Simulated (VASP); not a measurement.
Here is a VASP 6.6.1 calculation.

INCAR

```
SYSTEM = HfC
ALGO = Normal
EDIFF = 1E-7
EDIFFG = -0.005
ENCUT = 600
GGA = PE
IBRION = 2
ISIF = 3
ISMEAR = -1
LASPH = .TRUE.
LCHARG = .FALSE.
LREAL = .FALSE.
LWAVE = .FALSE.
NELM = 100
NSW = 60
PREC = Accurate
PSTRESS = 200.0
SIGMA = 0.05
```

The input KPOINTS:

```
k-points
0
G
  15 15 13
  0 0 0
```

POSCAR

```
HfC
1.0
    3.0208128712      0.0000000000      0.0000000000
   -1.5104064356      2.6161006865      0.0000000000
    0.0000000000      0.0000000000      2.9603966138
Hf C
1 1
Direct
    0.0000000000      0.0000000000      0.0000000000
    0.3333333333      0.6666666667      0.5000000000
```

Potentials or basis: VASP PAW PBE potentials, release 64 (Hf_pv, C).

Run with:

```sh
$ cat potpaw_PBE.64/Hf_pv/POTCAR potpaw_PBE.64/C/POTCAR > POTCAR
$ mpirun -np 1 vasp_std > vasp.out
```

Task: Predict the space group after relaxing (to 0.05 Å).

Result: P-6m2 (No. 187).

Task: Estimate the relaxed volume.

Result: 12.09 Å³/atom.

Task: What does it give for the relaxed cell?

Result: a = 3.131 Å, b = 3.131 Å, c = 2.847 Å, α = 90.00°, β = 90.00°, γ = 120.00°.

The path:
| step | energy change (eV) | largest force (eV/Å) | pressure (GPa) | volume (Å³) |
| --- | --- | --- | --- | --- |
| 1 | 0.0000 | 0.0000 | 27.10 | 23.40 |
| 2 | -0.2870 | 0.0000 | 12.46 | 25.07 |
| 3 | -0.2664 | 0.0000 | 17.55 | 24.38 |
| 4 | -0.2640 | 0.0000 | 17.71 | 24.37 |
| 5 | -0.1945 | 0.0000 | 24.24 | 23.84 |
| 6 | -0.2413 | 0.0000 | 20.05 | 24.17 |
| 7 | -0.2409 | 0.0000 | 20.10 | 24.17 |
| 8 | -0.2420 | 0.0000 | 20.02 | 24.17 |
| 9 | -0.2417 | 0.0000 | 20.04 | 24.17 |
| 10 | -0.2416 | 0.0000 | 20.04 | 24.17 |
| 11 | -0.2426 | 0.0000 | 19.95 | 24.18 |
| 12 | -0.2420 | 0.0000 | 20.01 | 24.17 |

Caveat: the cell is relaxed towards a set pressure, so the enthalpy falls and the energy may rise.
